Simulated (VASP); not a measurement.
Runs of VASP 6.6.1 on Ta. The structure is that of space group P6_3/mmc (No. 194), or close to it. The cells are those of the table. 

```tsv
cell	gap on the mesh (eV)	pressure (GPa)
a = 2.821, b = 2.821, c = 5.025 Å, angles 90.0, 90.0, 120.0°, 2 atoms	none	5.6
a = 2.939, b = 2.939, c = 5.234 Å, angles 90.0, 90.0, 120.0°, 2 atoms	none	(b)
a = 2.976, b = 2.976, c = 5.301 Å, angles 90.0, 90.0, 120.0°, 2 atoms	none	(a)
a = 2.861, b = 2.861, c = 5.096 Å, angles 90.0, 90.0, 120.0°, 2 atoms	none	-3.6
a = 2.900, b = 2.900, c = 5.166 Å, angles 90.0, 90.0, 120.0°, 2 atoms	none	-11.2
a = 2.779, b = 2.779, c = 4.951 Å, angles 90.0, 90.0, 120.0°, 2 atoms	none	16.9
a = 3.012, b = 3.012, c = 5.365 Å, angles 90.0, 90.0, 120.0°, 2 atoms	none	-26.3
```

Alike in all rows: task single point; level LDA; potentials or basis VASP PAW LDA potentials, release 64 (Ta_pv); no spin polarisation; k mesh 11 × 11 × 6; cutoff (eV) 520; smearing methfessel-paxton 0.1 eV.

Estimate the missing entries.

(a) -22.3; (b) -17.4.

Caveats: spin-orbit coupling is left out, which moves the levels of the heavy elements.

A k mesh can miss the band edges, and the runs leave out spin-orbit coupling on Ta.

A gap of «none» marks levels without a gap at the run's occupations.
